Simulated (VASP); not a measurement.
# Mo in VASP: a series of runs

The runs below take Mo through electric field gradients, with PBE.

Program: VASP 6.6.1. These are calculated values, not measurements. Logs are shortened: lines on timing, memory, paths and dates and some standing lists are left out, and cuts for length are marked.

## (1) The cell of the first run

Symmetry: Fm-3m, No. 225, cubic system. Conventional cell: a = 4.030 Å, b = 4.030 Å, c = 4.030 Å, α = 90.00°, β = 90.00°, γ = 90.00°. Mo (site symmetry m-3m) has 12 Mo at 2.85 Å within 3.8 Å.

## (2) Electric field gradients, PBE

File INCAR:

```
SYSTEM = Mo
PREC = Accurate
ENCUT = 520
EDIFF = 1E-8
ISMEAR = -1
SIGMA = 0.08
LREAL = .FALSE.
LASPH = .TRUE.
NELM = 80
ALGO = Normal
ISIF = 2
LWAVE = .FALSE.
LCHARG = .FALSE.
GGA = PE
LEFG = .TRUE.
NBANDS = 13
```

File KPOINTS:

```
regular mesh
0
G
  5 5 5
  0 0 0
```

File POSCAR:

```
Mo
1.0
    0.0000000000      2.0150000000      2.0150000000
    2.0150000000      0.0000000000      2.0150000000
    2.0150000000      2.0150000000      0.0000000000
Mo
1
Direct
    0.0000000000      0.0000000000      0.0000000000
```

Potentials or basis: VASP PAW PBE potentials, release 64 (Mo_sv).

Launch:

```
$ cat potpaw_PBE.64/Mo_sv/POTCAR > POTCAR
$ mpirun -np 1 vasp_std > vasp.out
```

OUTCAR:

```text
SYSTEM = Mo
   PREC = Accurate
   ENCUT = 520
   EDIFF = 1E-8
   ISMEAR = -1
   LREAL = .FALSE.
   LASPH = .TRUE.
   NELM = 80
   ISIF = 2
   GGA = PE

 ion  position               nearest neighbor table
   1  0.000  0.000  0.000-

  LATTYP: Found a face centered cubic cell.
 ALAT       =     4.0300000000

  Lattice vectors:

 A1 = (   0.0000000000,   2.0150000000,   2.0150000000)
 A2 = (   2.0150000000,   0.0000000000,   2.0150000000)
 A3 = (   2.0150000000,   2.0150000000,   0.0000000000)

Analysis of symmetry for initial positions (statically):
=====================================================================
 Subroutine PRICEL returns:
 Original cell was already a primitive cell.

 Routine SETGRP: Setting up the symmetry group for a
 face centered cubic supercell.

 Subroutine GETGRP returns: Found 48 space group operations
 (whereof 48 operations were pure point group operations)
 out of a pool of 48 trial point group operations.

The static configuration has the point symmetry O_h .

Analysis of symmetry for dynamics (positions and initial velocities):
=====================================================================
 Subroutine PRICEL returns:
 Original cell was already a primitive cell.

 Routine SETGRP: Setting up the symmetry group for a
 face centered cubic supercell.

 Subroutine GETGRP returns: Found 48 space group operations
 (whereof 48 operations were pure point group operations)
 out of a pool of 48 trial point group operations.

The dynamic configuration has the point symmetry O_h .

 Subroutine INISYM returns: Found 48 space group operations
 (whereof 48 operations are pure point group operations),
 and found     1 'primitive' translations

----------------------------------------------------------------------------------------

                                     Primitive cell

  volume of cell :      16.3627

  direct lattice vectors                    reciprocal lattice vectors
     0.000000000  2.015000000  2.015000000    -0.248138958  0.248138958  0.248138958
     2.015000000  0.000000000  2.015000000     0.248138958 -0.248138958  0.248138958
     2.015000000  2.015000000  0.000000000     0.248138958  0.248138958 -0.248138958

  length of vectors
     2.849640328  2.849640328  2.849640328     0.429789282  0.429789282  0.429789282

  position of ions in fractional coordinates (direct lattice)
     0.000000000  0.000000000  0.000000000

  ion indices of the primitive-cell ions
   primitive index   ion index
                 1           1

----------------------------------------------------------------------------------------

 KPOINTS: regular mesh

Automatic generation of k-mesh.
 Grid dimensions read from file:
 generate k-points for:    5    5    5

 Generating k-lattice:

  Cartesian coordinates                     Fractional coordinates (reciprocal lattice)
    -0.049627792  0.049627792  0.049627792     0.200000000  0.000000000  0.000000000
     0.049627792 -0.049627792  0.049627792     0.000000000  0.200000000  0.000000000
     0.049627792  0.049627792 -0.049627792     0.000000000  0.000000000  0.200000000

  Length of vectors
     0.085957856  0.085957856  0.085957856

  Shift w.r.t. Gamma in fractional coordinates (k-lattice)
     0.000000000  0.000000000  0.000000000

 Subroutine IBZKPT returns following result:
 ===========================================

 Found     10 irreducible k-points:

 Following reciprocal coordinates:
            Coordinates               Weight
  0.000000  0.000000  0.000000      1.000000
  0.200000  0.000000  0.000000      8.000000
  0.400000  0.000000  0.000000      8.000000
  0.200000  0.200000  0.000000      6.000000
  0.400000  0.200000  0.000000     24.000000
 -0.400000  0.200000  0.000000     24.000000
 -0.200000  0.200000  0.000000     12.000000
  0.400000  0.400000  0.000000      6.000000
 -0.400000  0.400000  0.000000     12.000000
 -0.400000  0.400000  0.200000     24.000000
   k-points           NKPTS =     10   k-points in BZ     NKDIM =     10   number of bands    NBANDS=     13
   number of dos      NEDOS =    301   number of ions     NIONS =      1
   total plane-waves  NPLWV =  13824
   dimension x,y,z NGX =    24 NGY =   24 NGZ =   24
   dimension x,y,z NGXF=    48 NGYF=   48 NGZF=   48
   ions per type =               1
   NGX,Y,Z   is equivalent  to a cutoff of  14.00, 14.00, 14.00 a.u.
   NGXF,Y,Z  is equivalent  to a cutoff of  28.00, 28.00, 28.00 a.u.
 SYSTEM =  Mo
   PREC   = accura    normal or accurate (medium, high low for compatibility)
   ISTART =      0    job   : 0-new  1-cont  2-samecut
   ICHARG =      2    charge: 1-file 2-atom 10-const
   ISPIN  =      1    spin polarized calculation?
   LNONCOLLINEAR =      F non collinear calculations
   LSORBIT =      F    spin-orbit coupling
   LASPH  =      T    aspherical Exc in radial PAW
   ENCUT  =  520.0 eV  38.22 Ry    6.18 a.u.   5.30  5.30  5.30*2*pi/ulx,y,z
   NELM   =     80;   NELMIN=  2; NELMDL= -5     # of ELM steps
   EDIFF  = 0.1E-07   stopping-criterion for ELM
   LREAL  =      F    real-space projection
   EDIFFG = 0.1E-06   stopping-criterion for IOM
   NSW    =      0    number of steps for IOM
   IBRION =     -1    ionic relax: 0-MD 1-quasi-New 2-CG
   NFREE  =      0    steps in history (QN), initial steepest desc. (CG)
   ISIF   =      2    stress and relaxation
   ISYM   =      2    0-nonsym 1-usesym 2-fastsym
   POTIM  = 0.5000    time-step for ionic-motion
   TEBEG  =    0.0;   TEEND  =   0.0 temperature during run
   PSTRESS=    0.0 pullay stress
   NELECT =      14.0000    total number of electrons
   NUPDOWN=      -1.0000    fix difference up-down
   EMIN   =  10.00;   EMAX   =-10.00  energy-range for DOS
   EFERMI =   0.00;   METHOD = LEGACY
   ISMEAR =    -1;   SIGMA  =   0.08  broadening in eV -4-tet -1-fermi 0-gaus
   EFERMI_NEDOS =   21; number of points for ismear=-14 and -15
   IALGO  =     38    algorithm
   IMIX   =      4    mixing-type and parameters
     AMIX     =   0.40;   BMIX     =  1.00
     AMIX_MAG =   1.60;   BMIX_MAG =  1.00
  volume/ion in A,a.u.               =      16.36       110.42
  Fermi-wavevector in a.u.,A,eV,Ry     =   1.554172  2.936960 32.864208  2.415451
  Thomas-Fermi vector in A             =   2.658297
   LORBIT       =      0    0 simple, 1 ext, 2 COOP (PROOUT), +10 PAW based schemes
   GGA     = PE    functional components
   LHFCALC =     F    Hartree Fock is set to
   AEXX    =    0.0000 exact exchange contribution
   IVDW    =     0    specifies the selected vdW correction
   LEPSILON=     F    determine dielectric tensor
   LRPA    =     F    only Hartree local field effects (RPA)
 non-spin polarized calculation
  energy-cutoff  :      520.00
  volume of cell :       16.36
 maximum number of plane-waves:       459
 NGX is ok and might be reduce to    24
   NGX = 11   NGY = 11   NGZ = 11

 number of electron      14.0000001 magnetization

 Free energy of the ion-electron system (eV)
  ---------------------------------------------------
  ext. energy  EPLUGINS =         0.00000000
  ---------------------------------------------------
  free energy    TOTEN  =       -10.53499126 eV

  energy without entropy =      -10.50446199  energy(sigma->0) =      -10.51972662

 E-fermi :  11.7139     XC(G=0): -13.1131

 val. band max:       11.7032985570   @ k =  -0.4000   0.2000   0.0000
 cond. band min:      11.7982295088   @ k =   0.2000   0.2000   0.0000
 fundamental gap:      0.0949309518
 Fermi energy:        11.7138807975

 k-point     1 :       0.0000    0.0000    0.0000
  band No.  band energies     occupation
      1     -49.2345      2.00000
      2     -22.6224      2.00000
      3     -22.6224      2.00000
      4     -22.6224      2.00000
      5       4.7973      2.00000
      6      10.7943      1.99998
      7      10.7943      1.99998
      8      10.7943      1.99998
      9      13.3921      0.00000
     10      13.3921      0.00000
     11      24.5471      0.00000
     12      29.7072      0.00000
     13      29.7072      0.00000
[... 129 lines left out ...]
 k-point    10 :      -0.4000    0.4000    0.2000
  band No.  band energies     occupation
      1     -48.9775      2.00000
      2     -23.5416      2.00000
      3     -23.2591      2.00000
      4     -22.9867      2.00000
      5       8.3033      2.00000
      6       9.0034      2.00000
      7      10.1084      2.00000
      8      13.1640      0.00000
      9      15.0613      0.00000
     10      19.2432      0.00000
     11      23.8677      0.00000
     12      24.1216      0.00000
     13      26.9104      0.00000

------------------------ aborting loop because EDIFF is reached ----------------------------------------

  FORCE on cell =-STRESS in cart. coord.  units (eV):
  Direction    XX          YY          ZZ          XY          YZ          ZX
  --------------------------------------------------------------------------------------
  -------------------------------------------------------------------------------------
  Total       -0.4800179     -0.4800179     -0.4800179     -0.0000000      0.0000000     -0.0000000
  in kB      -47.0016263    -47.0016263    -47.0016263     -0.0000000      0.0000000     -0.0000000
  external PRESSURE =     -47.0016263 kB  Pullay stress =       0.0000000 kB

 VOLUME and BASIS-vectors are now :
 -----------------------------------------------------------------------------
  energy-cutoff  :      520.00
  volume of cell :       16.36
      direct lattice vectors                 reciprocal lattice vectors
     0.000000000  2.015000000  2.015000000    -0.248138958  0.248138958  0.248138958
     2.015000000  0.000000000  2.015000000     0.248138958 -0.248138958  0.248138958
     2.015000000  2.015000000  0.000000000     0.248138958  0.248138958 -0.248138958

 POSITION                                       TOTAL-FORCE (eV/Angst)
 -----------------------------------------------------------------------------------
      0.00000      0.00000      0.00000         0.000000     -0.000000     -0.000000
 -----------------------------------------------------------------------------------
    total drift:                               -0.000000     -0.000000     -0.000000

  FREE ENERGIE OF THE ION-ELECTRON SYSTEM (eV)
  ---------------------------------------------------
  free  energy   TOTEN  =       -10.5349912552 eV

  energy  without entropy=      -10.5044619947  energy(sigma->0) =      -10.51972662

 Electric field gradients (V/A^2)
---------------------------------------------------------------------
 ion       V_xx      V_yy      V_zz      V_xy      V_xz      V_yz
---------------------------------------------------------------------
   1      -0.000     0.000     0.000     0.000     0.000     0.000
---------------------------------------------------------------------

 Electric field gradients after diagonalization (V/A^2)
 (convention: |V_zz| > |V_xx| > |V_yy|)
----------------------------------------------------------------------
 ion       V_xx      V_yy      V_zz     asymmetry (V_yy - V_xx)/ V_zz
----------------------------------------------------------------------
   1      -0.000    -0.000     0.000       0.000
----------------------------------------------------------------------

           NMR quadrupolar parameters

 Cq : quadrupolar parameter    Cq=e*Q*V_zz/h
 eta: asymmetry parameters     (V_yy - V_xx)/ V_zz
 Q  : nuclear electric quadrupole moment in mb (millibarn)
----------------------------------------------------------------------
 ion       Cq(MHz)       eta       Q (mb)
----------------------------------------------------------------------
   1       0.000       0.000       1.000
----------------------------------------------------------------------
```

It took 2 s on 1 thread of Intel Xeon 6975P-C (Granite Rapids), shared host; peak memory 0.13 GiB.

Results:

| Item | Value |
| --- | --- |
| Free energy | -10.5350 eV |
| Pressure | -4.7 GPa |
| Band gap on the k mesh | zero (band 7 reaches 13.99 eV, above the bottom of band 8 at 10.79 eV) |

Levels at points of the mesh, in eV from the Fermi level:
```csv
k point,band 4,band 5,band 6,band 7,band 8,band 9,band 10,band 11
"(0.00, 0.00, 0.00)",-34.34,-6.92,-0.92,-0.92,-0.92,1.68,1.68,12.83
```

Caveat: the k points lie up to 0.54 Å⁻¹ apart; without QUAD_EFG the Cq values of the log hold for a quadrupole moment of 1 mb, not for the nuclei.

## (3) Electric field gradients, PBE

File INCAR:

```
PREC     = Accurate       # precision mode
ENCUT    = 520            # plane-wave cutoff, eV
EDIFF    = 1E-8           # SCF threshold, eV
ISMEAR   = -1             # smearing method
SIGMA    = 0.08           # smearing width, eV
LREAL    = F              # projectors in reciprocal space
LASPH    = T              # aspherical terms in the spheres
NELM     = 60             # most SCF steps
ALGO     = Normal         # electronic algorithm
ISIF     = 2              # what is computed and relaxed
LWAVE    = F              # write WAVECAR
LCHARG   = F              # write CHGCAR
GGA      = PE             # functional
LEFG     = T            
NBANDS   = 13             # bands
```

File KPOINTS:

```
Automatic mesh
0
Gamma
  8 8 8
```

POSCAR is that of step 2.

Potentials or basis: VASP PAW PBE potentials, release 64 (Mo_sv).

Launch:

```
$ cat potpaw_PBE.64/Mo_sv/POTCAR > POTCAR
$ mpirun -np 1 vasp_std > vasp.out
```

OUTCAR:

```text
PREC = Accurate
   ENCUT = 520
   EDIFF = 1E-8
   ISMEAR = -1
   LREAL = F
   LASPH = T
   NELM = 60
   ISIF = 2
   GGA = PE

 ion  position               nearest neighbor table
   1  0.000  0.000  0.000-

  LATTYP: Found a face centered cubic cell.
 ALAT       =     4.0300000000

  Lattice vectors:

 A1 = (   0.0000000000,   2.0150000000,   2.0150000000)
 A2 = (   2.0150000000,   0.0000000000,   2.0150000000)
[... 590 lines left out ...]
    total drift:                                0.000000      0.000000      0.000000

  FREE ENERGIE OF THE ION-ELECTRON SYSTEM (eV)
  ---------------------------------------------------
  free  energy   TOTEN  =       -10.5120395683 eV

  energy  without entropy=      -10.4779822131  energy(sigma->0) =      -10.49501089

 Electric field gradients (V/A^2)
---------------------------------------------------------------------
 ion       V_xx      V_yy      V_zz      V_xy      V_xz      V_yz
---------------------------------------------------------------------
   1      -0.000     0.000    -0.000     0.000     0.000     0.000
---------------------------------------------------------------------

 Electric field gradients after diagonalization (V/A^2)
 (convention: |V_zz| > |V_xx| > |V_yy|)
----------------------------------------------------------------------
 ion       V_xx      V_yy      V_zz     asymmetry (V_yy - V_xx)/ V_zz
----------------------------------------------------------------------
   1      -0.000    -0.000     0.000       0.000
----------------------------------------------------------------------

           NMR quadrupolar parameters

 Cq : quadrupolar parameter    Cq=e*Q*V_zz/h
 eta: asymmetry parameters     (V_yy - V_xx)/ V_zz
 Q  : nuclear electric quadrupole moment in mb (millibarn)
----------------------------------------------------------------------
 ion       Cq(MHz)       eta       Q (mb)
----------------------------------------------------------------------
   1       0.000       0.000       1.000
----------------------------------------------------------------------
```

stdout:

```text
POSCAR found type information on POSCAR Mo
 POSCAR found :  1 types and       1 ions
 scaLAPACK will be used
 LDA part: xc-table for (Slater+PW92), standard interpolation
 POSCAR, INCAR and KPOINTS ok, starting setup
 FFT: planning ... GRIDC
 FFT: planning ... GRID_SOFT
 FFT: planning ... GRID
 WAVECAR not read
 entering main loop
ion   1
```

It took 3.3 s on 1 thread of Intel Xeon 6975P-C (Granite Rapids), shared host; peak memory 0.13 GiB.

What came out:

- Free energy: -10.5120 eV
- Pressure: -4.1 GPa
- Band gap on the k mesh: zero (band 7 reaches 15.34 eV, above the bottom of band 8 at 10.79 eV)

Caveat: without QUAD_EFG the Cq values of the log hold for a quadrupole moment of 1 mb, not for the nuclei.

## (4) Electric field gradients, PBE

INCAR: that of step 3 with these lines changed.

```diff
@@ -7,3 +7,3 @@
 LASPH    = T              # aspherical terms in the spheres
-NELM     = 60             # most SCF steps
+NELM     = 80             # most SCF steps
 ALGO     = Normal         # electronic algorithm
```

File KPOINTS:

```
regular mesh
0
Gamma
  13 13 13
```

POSCAR is that of step 3.

Potentials or basis: VASP PAW PBE potentials, release 64 (Mo_sv).

Launch:

```
$ cat potpaw_PBE.64/Mo_sv/POTCAR > POTCAR
$ mpirun -np 1 vasp_std > vasp.out
```

OUTCAR:

```text
PREC = Accurate
   ENCUT = 520
   EDIFF = 1E-8
   ISMEAR = -1
   LREAL = F
   LASPH = T
   NELM = 80
   ISIF = 2
   GGA = PE

 ion  position               nearest neighbor table
   1  0.000  0.000  0.000-

  LATTYP: Found a face centered cubic cell.
 ALAT       =     4.0300000000

  Lattice vectors:

 A1 = (   0.0000000000,   2.0150000000,   2.0150000000)
 A2 = (   2.0150000000,   0.0000000000,   2.0150000000)
[... 590 lines left out ...]
    total drift:                               -0.000000      0.000000      0.000000

  FREE ENERGIE OF THE ION-ELECTRON SYSTEM (eV)
  ---------------------------------------------------
  free  energy   TOTEN  =       -10.5255676626 eV

  energy  without entropy=      -10.4987883670  energy(sigma->0) =      -10.51217801

 Electric field gradients (V/A^2)
---------------------------------------------------------------------
 ion       V_xx      V_yy      V_zz      V_xy      V_xz      V_yz
---------------------------------------------------------------------
   1      -0.000     0.000    -0.000     0.000     0.000     0.000
---------------------------------------------------------------------

 Electric field gradients after diagonalization (V/A^2)
 (convention: |V_zz| > |V_xx| > |V_yy|)
----------------------------------------------------------------------
 ion       V_xx      V_yy      V_zz     asymmetry (V_yy - V_xx)/ V_zz
----------------------------------------------------------------------
   1      -0.000    -0.000     0.000       0.000
----------------------------------------------------------------------

           NMR quadrupolar parameters

 Cq : quadrupolar parameter    Cq=e*Q*V_zz/h
 eta: asymmetry parameters     (V_yy - V_xx)/ V_zz
 Q  : nuclear electric quadrupole moment in mb (millibarn)
----------------------------------------------------------------------
 ion       Cq(MHz)       eta       Q (mb)
----------------------------------------------------------------------
   1       0.000       0.000       1.000
----------------------------------------------------------------------
```

stdout:

```text
POSCAR found type information on POSCAR Mo
 POSCAR found :  1 types and       1 ions
 scaLAPACK will be used
 LDA part: xc-table for (Slater+PW92), standard interpolation
 POSCAR, INCAR and KPOINTS ok, starting setup
 FFT: planning ... GRIDC
 FFT: planning ... GRID_SOFT
 FFT: planning ... GRID
 WAVECAR not read
 entering main loop
ion   1
```

Wall time 7 s (1 thread of Intel Xeon 6975P-C (Granite Rapids), shared host); peak memory 0.14 GiB.

What came out:

```
Free energy            : -10.5256 eV
Pressure               : -4.4 GPa
Band gap on the k mesh : zero (band 7 reaches 15.13 eV, above the bottom of band 8 at 10.79 eV)
```

Levels at points of the mesh, in eV from the Fermi level:
```tsv
k point	band 4	band 5	band 6	band 7	band 8	band 9	band 10	band 11
(0.00, 0.00, 0.00)	-34.11	-6.68	-0.69	-0.69	-0.69	1.91	1.91	13.08
```

Caveat: without QUAD_EFG the Cq values of the log hold for a quadrupole moment of 1 mb, not for the nuclei.

(Part 1 of 2 ends here.)
